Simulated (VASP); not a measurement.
# Be3V (Fm-3m) in VASP: settings compared

Be3V is run at these levels: PBE, r2SCAN; tasks: single point.

Program: VASP 6.6.1. These are calculated values, not measurements. Logs are shortened: lines on timing, memory, paths and dates and some standing lists are left out, and cuts for length are marked.

## 1. The cell of the first run

The structure is cubic, space group Fm-3m (No. 225). The conventional cell has a = 5.337 Å, b = 5.337 Å, c = 5.337 Å, α = 90.00°, β = 90.00°, γ = 90.00°. Be (site symmetry -43m) has 10 Be at 2.31 to 2.67 Å and 4 V at 2.31 Å within 3.1 Å. Be (site symmetry m-3m) has 8 Be at 2.31 Å and 6 V at 2.67 Å within 3.1 Å. V (site symmetry m-3m) has 14 Be at 2.31 to 2.67 Å within 3.1 Å.

## 2. Single point, PBE, collinear spin, ferromagnetic start

Contents of INCAR:

```
SYSTEM = Be3V
PREC     = Accurate       ! precision mode
ENCUT    = 520            ! plane-wave cutoff, eV
EDIFF    = 1E-7           ! SCF threshold, eV
ISMEAR   = 0              ! smearing method
SIGMA    = 0.1            ! smearing width, eV
LREAL    = .FALSE.        ! projectors in reciprocal space
LASPH    = .TRUE.         ! aspherical terms in the spheres
NELM     = 150            ! most SCF steps
ALGO     = Normal         ! electronic algorithm
ISIF     = 2              ! what is computed and relaxed
LWAVE    = .FALSE.        ! write WAVECAR
LCHARG   = .FALSE.        ! write CHGCAR
ISPIN    = 2              ! spin polarisation
MAGMOM   = 0 0 0 0.5      ! initial moments
LORBIT   = 11             ! projections on sites
LMAXMIX  = 4              ! l up to which the mixer works
GGA      = PE             ! functional
NBANDS   = 22             ! bands
```

Contents of KPOINTS:

```
regular mesh
0
G
  14 14 14
  0 0 0
```

Contents of POSCAR:

```
Be3V
1.0
    0.0000000000      2.6683789050      2.6683789050
    2.6683789050      0.0000000000      2.6683789050
    2.6683789050      2.6683789050      0.0000000000
Be V
3 1
Direct
    0.2500000000      0.2500000000      0.2500000000
    0.7500000000      0.7500000000      0.7500000000
    0.5000000000      0.5000000000      0.5000000000
    0.0000000000      0.0000000000      0.0000000000
```

Potentials or basis: VASP PAW PBE potentials, release 64 (Be, V_sv).

On the command line:

```console
cat potpaw_PBE.64/Be/POTCAR potpaw_PBE.64/V_sv/POTCAR > POTCAR
mpirun -np 1 vasp_std > vasp.out
```

OUTCAR:

```text
SYSTEM = Be3V
   PREC = Accurate
   ENCUT = 520
   EDIFF = 1E-7
   ISMEAR = 0
   LREAL = .FALSE.
   LASPH = .TRUE.
   NELM = 150
   ISIF = 2
   ISPIN = 2
   LORBIT = 11
   GGA = PE

 ion  position               nearest neighbor table
   1  0.250  0.250  0.250-   4 2.31   4 2.31   4 2.31   3 2.31   3 2.31   3 2.31   4 2.31   3 2.31

   2  0.750  0.750  0.750-   3 2.31   3 2.31   3 2.31   4 2.31   4 2.31   4 2.31   4 2.31   3 2.31

   3  0.500  0.500  0.500-   1 2.31   1 2.31   1 2.31   2 2.31   2 2.31   2 2.31   2 2.31   1 2.31

   4  0.000  0.000  0.000-   2 2.31   2 2.31   2 2.31   1 2.31   1 2.31   1 2.31   2 2.31   1 2.31

  LATTYP: Found a face centered cubic cell.
 ALAT       =     5.3367578100

  Lattice vectors:

 A1 = (   0.0000000000,   2.6683789050,   2.6683789050)
 A2 = (   2.6683789050,   0.0000000000,   2.6683789050)
 A3 = (   2.6683789050,   2.6683789050,   0.0000000000)

Analysis of symmetry for initial positions (statically):
=====================================================================
 Subroutine PRICEL returns:
 Original cell was already a primitive cell.

 Routine SETGRP: Setting up the symmetry group for a
 face centered cubic supercell.

 Subroutine GETGRP returns: Found 48 space group operations
 (whereof 48 operations were pure point group operations)
 out of a pool of 48 trial point group operations.

The static configuration has the point symmetry O_h .

Analysis of symmetry for dynamics (positions and initial velocities):
=====================================================================
 Subroutine PRICEL returns:
 Original cell was already a primitive cell.

 Routine SETGRP: Setting up the symmetry group for a
 face centered cubic supercell.

 Subroutine GETGRP returns: Found 48 space group operations
 (whereof 48 operations were pure point group operations)
 out of a pool of 48 trial point group operations.

The dynamic configuration has the point symmetry O_h .

Analysis of structural, dynamic, and magnetic symmetry:
=====================================================================
 Subroutine PRICEL returns:
 Original cell was already a primitive cell.

 Routine SETGRP: Setting up the symmetry group for a
 face centered cubic supercell.

 Subroutine GETGRP returns: Found 48 space group operations
 (whereof 48 operations were pure point group operations)
 out of a pool of 48 trial point group operations.

The overall configuration has the point symmetry O_h .

 Subroutine INISYM returns: Found 48 space group operations
 (whereof 48 operations are pure point group operations),
 and found     1 'primitive' translations

----------------------------------------------------------------------------------------

                                     Primitive cell

  volume of cell :      37.9990

  direct lattice vectors                    reciprocal lattice vectors
     0.000000000  2.668378905  2.668378905    -0.187379685  0.187379685  0.187379685
     2.668378905  0.000000000  2.668378905     0.187379685 -0.187379685  0.187379685
     2.668378905  2.668378905  0.000000000     0.187379685  0.187379685 -0.187379685

  length of vectors
     3.773657637  3.773657637  3.773657637     0.324551136  0.324551136  0.324551136

  position of ions in fractional coordinates (direct lattice)
     0.250000000  0.250000000  0.250000000
     0.750000000  0.750000000  0.750000000
     0.500000000  0.500000000  0.500000000
     0.000000000  0.000000000  0.000000000

  ion indices of the primitive-cell ions
   primitive index   ion index
                 1           1
                 2           2
                 3           3
                 4           4

----------------------------------------------------------------------------------------

 KPOINTS: regular mesh

Automatic generation of k-mesh.
 Grid dimensions read from file:
 generate k-points for:   14   14   14

 Generating k-lattice:

  Cartesian coordinates                     Fractional coordinates (reciprocal lattice)
    -0.013384263  0.013384263  0.013384263     0.071428571  0.000000000  0.000000000
     0.013384263 -0.013384263  0.013384263     0.000000000  0.071428571  0.000000000
     0.013384263  0.013384263 -0.013384263     0.000000000  0.000000000  0.071428571

  Length of vectors
     0.023182224  0.023182224  0.023182224

  Shift w.r.t. Gamma in fractional coordinates (k-lattice)
     0.000000000  0.000000000  0.000000000

 Subroutine IBZKPT returns following result:
 ===========================================

 Found    104 irreducible k-points:

 Following reciprocal coordinates:
            Coordinates               Weight
  0.000000  0.000000  0.000000      1.000000
  0.071429  0.000000  0.000000      8.000000
  0.142857  0.000000  0.000000      8.000000
  0.214286  0.000000  0.000000      8.000000
  0.285714  0.000000  0.000000      8.000000
  0.357143  0.000000  0.000000      8.000000
[... 16 lines left out ...]
  0.214286  0.142857  0.000000     24.000000
  0.285714  0.142857  0.000000     24.000000
 [... further k-points ...]
   k-points           NKPTS =    104   k-points in BZ     NKDIM =    104   number of bands    NBANDS=     22
   number of dos      NEDOS =    301   number of ions     NIONS =      4
   total plane-waves  NPLWV =  21952
   dimension x,y,z NGX =    28 NGY =   28 NGZ =   28
   dimension x,y,z NGXF=    56 NGYF=   56 NGZF=   56
   ions per type =               3   1
   NGX,Y,Z   is equivalent  to a cutoff of  12.34, 12.34, 12.34 a.u.
   NGXF,Y,Z  is equivalent  to a cutoff of  24.67, 24.67, 24.67 a.u.
 SYSTEM =  Be3V
   PREC   = accura    normal or accurate (medium, high low for compatibility)
   ISTART =      0    job   : 0-new  1-cont  2-samecut
   ICHARG =      2    charge: 1-file 2-atom 10-const
   ISPIN  =      2    spin polarized calculation?
   LNONCOLLINEAR =      F non collinear calculations
   LSORBIT =      F    spin-orbit coupling
   LASPH  =      T    aspherical Exc in radial PAW
   ENCUT  =  520.0 eV  38.22 Ry    6.18 a.u.   7.02  7.02  7.02*2*pi/ulx,y,z
   NELM   =    150;   NELMIN=  2; NELMDL= -5     # of ELM steps
   EDIFF  = 0.1E-06   stopping-criterion for ELM
   LREAL  =      F    real-space projection
   EDIFFG = 0.1E-05   stopping-criterion for IOM
   NSW    =      0    number of steps for IOM
   IBRION =     -1    ionic relax: 0-MD 1-quasi-New 2-CG
   NFREE  =      0    steps in history (QN), initial steepest desc. (CG)
   ISIF   =      2    stress and relaxation
   ISYM   =      2    0-nonsym 1-usesym 2-fastsym
   POTIM  = 0.5000    time-step for ionic-motion
   TEBEG  =    0.0;   TEEND  =   0.0 temperature during run
   PSTRESS=    0.0 pullay stress
   NELECT =      19.0000    total number of electrons
   NUPDOWN=      -1.0000    fix difference up-down
   EMIN   =  10.00;   EMAX   =-10.00  energy-range for DOS
   EFERMI =   0.00;   METHOD = LEGACY
   ISMEAR =     0;   SIGMA  =   0.10  broadening in eV -4-tet -1-fermi 0-gaus
   EFERMI_NEDOS =   21; number of points for ismear=-14 and -15
   IALGO  =     38    algorithm
   IMIX   =      4    mixing-type and parameters
     AMIX     =   0.40;   BMIX     =  1.00
     AMIX_MAG =   1.60;   BMIX_MAG =  1.00
  volume/ion in A,a.u.               =       9.50        64.11
  Fermi-wavevector in a.u.,A,eV,Ry     =   1.299377  2.455467 22.971815  1.688381
  Thomas-Fermi vector in A             =   2.430645
   LORBIT       =     11    0 simple, 1 ext, 2 COOP (PROOUT), +10 PAW based schemes
   GGA     = PE    functional components
   LHFCALC =     F    Hartree Fock is set to
   AEXX    =    0.0000 exact exchange contribution
   IVDW    =     0    specifies the selected vdW correction
   LEPSILON=     F    determine dielectric tensor
   LRPA    =     F    only Hartree local field effects (RPA)
 spin polarized calculation
 Gauss-broadening in eV      SIGMA  =   0.10
  energy-cutoff  :      520.00
  volume of cell :       38.00
 maximum number of plane-waves:      1034
   NGX = 13   NGY = 13   NGZ = 13

 number of electron      19.0000003 magnetization       0.0018474

 Free energy of the ion-electron system (eV)
  ---------------------------------------------------
  ext. energy  EPLUGINS =         0.00000000
  ---------------------------------------------------
  free energy    TOTEN  =       -19.90724151 eV

  energy without entropy =      -19.89323843  energy(sigma->0) =      -19.90023997

 E-fermi :   7.8962     XC(G=0): -11.3308

 val. band max:        7.8917382148   @ k =   0.4286   0.0000   0.0000
 cond. band min:       7.9000976116   @ k =  -0.3571   0.5000   0.1429
 fundamental gap:      0.0083593968
 Fermi energy:         7.8961695489

 spin component 1

 k-point     1 :       0.0000    0.0000    0.0000
  band No.  band energies     occupation
      1     -56.2341      1.00000
      2     -30.1273      1.00000
      3     -30.1273      1.00000
      4     -30.1273      1.00000
      5      -1.8923      1.00000
      6       5.2864      1.00000
[... 550 lines left out ...]
      5      -0.8835      1.00000
      6       4.2423      1.00000
[... 13 lines left out ...]
     20      18.9306      0.00000
     21      20.5440      0.00000

 [... further k-points ...]

 spin component 2

 k-point     1 :       0.0000    0.0000    0.0000
  band No.  band energies     occupation
      1     -56.2324      1.00000
      2     -30.1256      1.00000
      3     -30.1256      1.00000
      4     -30.1256      1.00000
      5      -1.8922      1.00000
      6       5.2873      1.00000
[... 550 lines left out ...]
      5      -0.8834      1.00000
      6       4.2427      1.00000
[... 13 lines left out ...]
     20      18.9310      0.00000
     21      20.5441      0.00000

 [... further k-points ...]

 [bands above 21 left out]

------------------------ aborting loop because EDIFF is reached ----------------------------------------

  FORCE on cell =-STRESS in cart. coord.  units (eV):
  Direction    XX          YY          ZZ          XY          YZ          ZX
  --------------------------------------------------------------------------------------
  -------------------------------------------------------------------------------------
  Total       -0.2221833     -0.2221833     -0.2221833     -0.0000000     -0.0000000     -0.0000000
  in kB       -9.3680562     -9.3680562     -9.3680562     -0.0000000     -0.0000000     -0.0000000
  external PRESSURE =      -9.3680562 kB  Pullay stress =       0.0000000 kB

 VOLUME and BASIS-vectors are now :
 -----------------------------------------------------------------------------
  energy-cutoff  :      520.00
  volume of cell :       38.00
      direct lattice vectors                 reciprocal lattice vectors
     0.000000000  2.668378905  2.668378905    -0.187379685  0.187379685  0.187379685
     2.668378905  0.000000000  2.668378905     0.187379685 -0.187379685  0.187379685
     2.668378905  2.668378905  0.000000000     0.187379685  0.187379685 -0.187379685

 POSITION                                       TOTAL-FORCE (eV/Angst)
 -----------------------------------------------------------------------------------
      1.33419      1.33419      1.33419        -0.000000      0.000000     -0.000000
      4.00257      4.00257      4.00257         0.000000      0.000000      0.000000
      2.66838      2.66838      2.66838         0.000000     -0.000000     -0.000000
      0.00000      0.00000      0.00000         0.000000     -0.000000     -0.000000
 -----------------------------------------------------------------------------------
    total drift:                               -0.000000     -0.000000      0.000000

  FREE ENERGIE OF THE ION-ELECTRON SYSTEM (eV)
  ---------------------------------------------------
  free  energy   TOTEN  =       -19.9072415080 eV

  energy  without entropy=      -19.8932384273  energy(sigma->0) =      -19.90023997

 total charge

# of ion       s       p       d       tot
------------------------------------------
    1        0.459   0.715   0.000   1.173
    2        0.459   0.715   0.000   1.173
    3        0.384   0.675   0.000   1.058
    4        2.265   6.196   3.243  11.704
--------------------------------------------------
tot          3.566   8.300   3.243  15.109

 magnetization (x)

# of ion       s       p       d       tot
------------------------------------------
    1       -0.000  -0.000   0.000  -0.000
    2       -0.000  -0.000   0.000  -0.000
    3       -0.000  -0.000   0.000  -0.000
    4        0.000   0.000   0.002   0.002
--------------------------------------------------
tot         -0.000  -0.000   0.002   0.002
```

Wall time 2.9 min (1 thread of Oxide Virtual Turin-like, shared host); peak memory 0.23 GiB.

Results:

```
Free energy                                           : -19.9072 eV
Pressure                                              : -0.9 GPa
Net moment                                            : 0.00 μB per cell
Valence electrons inside the program's atomic spheres : Be 1.17, 1.06 (each value once); V 11.70
```

## 3. Single point, PBE, collinear spin, ferromagnetic start

Contents of INCAR:

```
SYSTEM = Be3V
PREC = Accurate
ENCUT = 520
EDIFF = 1E-6
ISMEAR = 0
SIGMA = 0.1
LREAL = .False.
LASPH = .True.
NELM = 150
ALGO = Normal
ISIF = 2
LWAVE = .False.
LCHARG = .True.
ISPIN = 2
MAGMOM = 0 0 0 2
LORBIT = 11
LMAXMIX = 4
GGA = PE
LELF = .True.
LVHAR = .True.
NBANDS = 22
```

Contents of KPOINTS:

```
regular mesh
0
Gamma
  14 14 14
  0 0 0
```

POSCAR is that of step 2.

Potentials or basis: VASP PAW PBE potentials, release 64 (Be, V_sv).

On the command line:

```console
cat potpaw_PBE.64/Be/POTCAR potpaw_PBE.64/V_sv/POTCAR > POTCAR
mpirun -np 1 vasp_std > vasp.out
```

OUTCAR:

```text
SYSTEM = Be3V
   PREC = Accurate
   ENCUT = 520
   EDIFF = 1E-6
   ISMEAR = 0
   LREAL = .False.
   LASPH = .True.
   NELM = 150
   ISIF = 2
   ISPIN = 2
   LORBIT = 11
   GGA = PE

 ion  position               nearest neighbor table
   1  0.250  0.250  0.250-   4 2.31   4 2.31   4 2.31   3 2.31   3 2.31   3 2.31   4 2.31   3 2.31

   2  0.750  0.750  0.750-   3 2.31   3 2.31   3 2.31   4 2.31   4 2.31   4 2.31   4 2.31   3 2.31

   3  0.500  0.500  0.500-   1 2.31   1 2.31   1 2.31   2 2.31   2 2.31   2 2.31   2 2.31   1 2.31

   4  0.000  0.000  0.000-   2 2.31   2 2.31   2 2.31   1 2.31   1 2.31   1 2.31   2 2.31   1 2.31

  LATTYP: Found a face centered cubic cell.
 ALAT       =     5.3367578100

  Lattice vectors:

 A1 = (   0.0000000000,   2.6683789050,   2.6683789050)
 A2 = (   2.6683789050,   0.0000000000,   2.6683789050)
 A3 = (   2.6683789050,   2.6683789050,   0.0000000000)

Analysis of symmetry for initial positions (statically):
=====================================================================
 Subroutine PRICEL returns:
[... 1362 lines left out ...]
  --------------------------------------------------------------------------------------
  -------------------------------------------------------------------------------------
  Total       -0.1895972     -0.1895972     -0.1895972      0.0000000     -0.0000000      0.0000000
  in kB       -7.9941066     -7.9941066     -7.9941066      0.0000000     -0.0000000      0.0000000
  external PRESSURE =      -7.9941066 kB  Pullay stress =       0.0000000 kB

 VOLUME and BASIS-vectors are now :
 -----------------------------------------------------------------------------
  energy-cutoff  :      520.00
  volume of cell :       38.00
      direct lattice vectors                 reciprocal lattice vectors
     0.000000000  2.668378905  2.668378905    -0.187379685  0.187379685  0.187379685
     2.668378905  0.000000000  2.668378905     0.187379685 -0.187379685  0.187379685
     2.668378905  2.668378905  0.000000000     0.187379685  0.187379685 -0.187379685

 POSITION                                       TOTAL-FORCE (eV/Angst)
 -----------------------------------------------------------------------------------
      1.33419      1.33419      1.33419         0.000000      0.000000      0.000000
      4.00257      4.00257      4.00257        -0.000000     -0.000000     -0.000000
      2.66838      2.66838      2.66838         0.000000     -0.000000     -0.000000
      0.00000      0.00000      0.00000         0.000000     -0.000000     -0.000000
 -----------------------------------------------------------------------------------
    total drift:                               -0.000000     -0.000000      0.000000

  FREE ENERGIE OF THE ION-ELECTRON SYSTEM (eV)
  ---------------------------------------------------
  free  energy   TOTEN  =       -19.9072433808 eV

  energy  without entropy=      -19.8932337654  energy(sigma->0) =      -19.90023857

 total charge

# of ion       s       p       d       tot
------------------------------------------
    1        0.459   0.715   0.000   1.173
    2        0.459   0.715   0.000   1.173
    3        0.384   0.675   0.000   1.058
    4        2.265   6.196   3.243  11.704
--------------------------------------------------
tot          3.566   8.300   3.243  15.109

 magnetization (x)

# of ion       s       p       d       tot
------------------------------------------
    1       -0.000  -0.000   0.000  -0.000
    2       -0.000  -0.000   0.000  -0.000
    3       -0.000  -0.000   0.000  -0.001
    4        0.000   0.000   0.020   0.021
--------------------------------------------------
tot         -0.000  -0.000   0.020   0.020
```

OSZICAR:

```text
N       E                     dE             d eps       ncg     rms          rms(c)
DAV:   1     0.131964367232E+03    0.13196E+03   -0.85307E+03  9160   0.828E+02
[... 15 lines left out ...]
DAV:  17    -0.199073235203E+02    0.78851E-04   -0.39056E-04 10146   0.898E-02    0.239E-02
DAV:  18    -0.199072805435E+02    0.42977E-04   -0.30272E-04 10276   0.709E-02    0.256E-02
DAV:  19    -0.199072710650E+02    0.94785E-05   -0.52068E-05 10508   0.282E-02    0.211E-02
DAV:  20    -0.199072515230E+02    0.19542E-04   -0.18807E-04 10204   0.592E-02    0.107E-02
DAV:  21    -0.199072425531E+02    0.89699E-05   -0.16654E-04 10310   0.527E-02    0.928E-03
DAV:  22    -0.199072435746E+02   -0.10214E-05   -0.76668E-06  9842   0.178E-02    0.160E-02
DAV:  23    -0.199072433808E+02    0.19380E-06   -0.45042E-07  5014   0.454E-03
   1 F= -.19907243E+02 E0= -.19900239E+02  d E =-.140096E-01  mag=     0.0185
```

Run time: 3.6 min. Hardware: 1 thread of Oxide Virtual Turin-like, shared host; peak memory 0.23 GiB.

Results:

```yaml
Free_energy: -19.9072 eV
Pressure: -0.8 GPa
Net_moment: 0.02 μB per cell
Site_moments: Be -0.00; V +0.02 μB
Valence_electrons_inside_the_program's_atomic_spheres: Be 1.17, 1.06 (each value once); V 11.70
```

Levels at points of the mesh, in eV from the Fermi level:
Spin up:
```tsv
k point	band 6	band 7	band 8	band 9	band 10	band 11	band 12	band 13	band 14	band 15
(0.00, 0.00, 0.00)	-2.61	-2.61	-2.61	-0.15	-0.15	2.43	2.43	2.43	6.53	6.53
(0.50, 0.00, 0.00)	-6.46	-2.86	-2.86	0.17	0.17	0.25	2.16	2.16	4.82	4.89
(0.50, 0.50, 0.00)	-5.23	-3.08	-2.63	-2.63	0.16	0.16	0.50	0.58	5.16	6.40
```
Spin down:
| k point | band 5 | band 6 | band 7 | band 8 | band 9 | band 10 | band 11 | band 12 | band 13 | band 14 |
| --- | --- | --- | --- | --- | --- | --- | --- | --- | --- | --- |
| (0.00, 0.00, 0.00) | -9.79 | -2.60 | -2.60 | -2.60 | -0.13 | -0.13 | 2.43 | 2.43 | 2.43 | 6.54 |
| (0.50, 0.00, 0.00) | -6.82 | -6.46 | -2.85 | -2.85 | 0.19 | 0.19 | 0.27 | 2.16 | 2.16 | 4.82 |
| (0.50, 0.50, 0.00) | -6.28 | -5.23 | -3.07 | -2.63 | -2.63 | 0.17 | 0.17 | 0.52 | 0.59 | 5.17 |

Caveat: the moments typed at the start vanished in this run.

[end of part 1 of 2]
